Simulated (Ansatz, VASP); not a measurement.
# GaGe3 in VASP and in Ansatz

```
Ge Ga
1.0
     0.00000    3.38717    3.38717
     3.38717    0.00000    3.38717
     3.38717    3.38717    0.00000
Ge Ga
3 1
Direct
  0.50734 0.50116 0.49465
  0.75945 0.75176 0.74618
  0.24907 0.25508 0.25198
  0.00983 0.98232 0.01066
```

Change from the starting cell: atoms moved at random, drawn with an rms of 0.05 Å.

Alike in both runs: task single point; functional PBEsol; k mesh 7 × 7 × 7; occupations fermi-dirac, width 0.05 eV; no spin polarisation.

```csv
,VASP,Ansatz
version,VASP 6.6.1,Ansatz 0.2.0
potentials or method,"VASP PAW PBE potentials, release 64 (Ge_d, Ga_d), cutoff 520 eV","all-electron LAPW, scalar-relativistic"
```

VASP gave:

| Quantity | Value |
| --- | --- |
| gap on the k mesh at the Fermi level (eV) | none |
| pressure (GPa) | -3.7 |
| traceless stress, the component that is largest in VASP (GPa) | -0.08 |
| rms of the force components (eV/Å) | 0.057 |

Q: Which values does Ansatz return?

A: gap on the k mesh at the Fermi level (eV): none; pressure (GPa): -3.8; traceless stress, the component that is largest in VASP (GPa): -0.08; rms of the force components (eV/Å): 0.057.

VASP's potentials were made for PBE, not for PBEsol. Atom by atom the forces differ by 0.000 eV/Å (rms over components). A gap of «none» marks a metal or a gap that the smearing closes. Ansatz ran all-electron here, and VASP with PAW potentials.
